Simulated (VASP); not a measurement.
A run of VASP 6.6.1 is set up as follows.

The input POSCAR:

```
AlN
1.0
    3.3551985650      0.0000000000      0.0000000000
   -1.6775992825      2.9056871920      0.0000000000
    0.0000000000      0.0000000000      4.7792686516
Al N
2 2
Direct
    0.3333333333      0.6666666667      0.0016929024
    0.6666666667      0.3333333333      0.5016929024
    0.3333333333      0.6666666667      0.3833070976
    0.6666666667      0.3333333333      0.8833070976
```

The input INCAR.step1:

```
PREC     = Accurate       # precision mode
ENCUT    = 520            # plane-wave cutoff, eV
ISMEAR   = 0              # smearing method
SIGMA    = 0.05           # smearing width, eV
LREAL    = F              # projectors in reciprocal space
LASPH    = T              # aspherical terms in the spheres
NELM     = 100            # most SCF steps
NBANDS   = 16             # bands
GGA      = PE             # functional
ALGO     = Normal         # electronic algorithm
EDIFF    = 1E-4           # SCF threshold, eV
LWAVE    = T              # write WAVECAR
LCHARG   = F              # write CHGCAR
```

INCAR.step2

```
PREC     = Accurate       # precision mode
ENCUT    = 520            # plane-wave cutoff, eV
EDIFF    = 1E-7           # SCF threshold, eV
ISMEAR   = 0              # smearing method
SIGMA    = 0.05           # smearing width, eV
LREAL    = F              # projectors in reciprocal space
LASPH    = T              # aspherical terms in the spheres
NELM     = 100            # most SCF steps
ALGO     = Normal         # electronic algorithm
ISIF     = 2              # what is computed and relaxed
LWAVE    = F              # write WAVECAR
LCHARG   = T              # write CHGCAR
METAGGA  = R2SCAN         # meta-GGA
LMIXTAU  = T            
LELF     = T              # ELF
LVHAR    = T            
NBANDS   = 16             # bands
ISTART   = 1
```

File KPOINTS:

```
regular mesh
0
Gamma
  12 12 6
```

Potentials or basis: VASP PAW PBE potentials, release 64 (Al, N).

Launch:

```console
$ cat potpaw_PBE.64/Al/POTCAR potpaw_PBE.64/N/POTCAR > POTCAR
$ cp INCAR.step1 INCAR
$ mpirun -np 1 vasp_std > vasp.out
$ cp INCAR.step2 INCAR
$ mpirun -np 1 vasp_std > vasp.out
```

Estimate the band gap on the k mesh.

3.64 eV, direct.

Predict the largest force.

1.285 eV/Å.

Forces in eV/Å, atoms in the order of the input:
```
Al   0.000  0.000 -1.285
Al   0.000  0.000 -1.285
N    0.000  0.000  1.285
N    0.000  0.000  1.285
```

Caveat: the cell differs from its parent crystal (strain +0.080 along x and y, -0.040 along z); the PAW data sets were made with another functional, which shifts forces and pressure a little. A k mesh can miss the band edges.
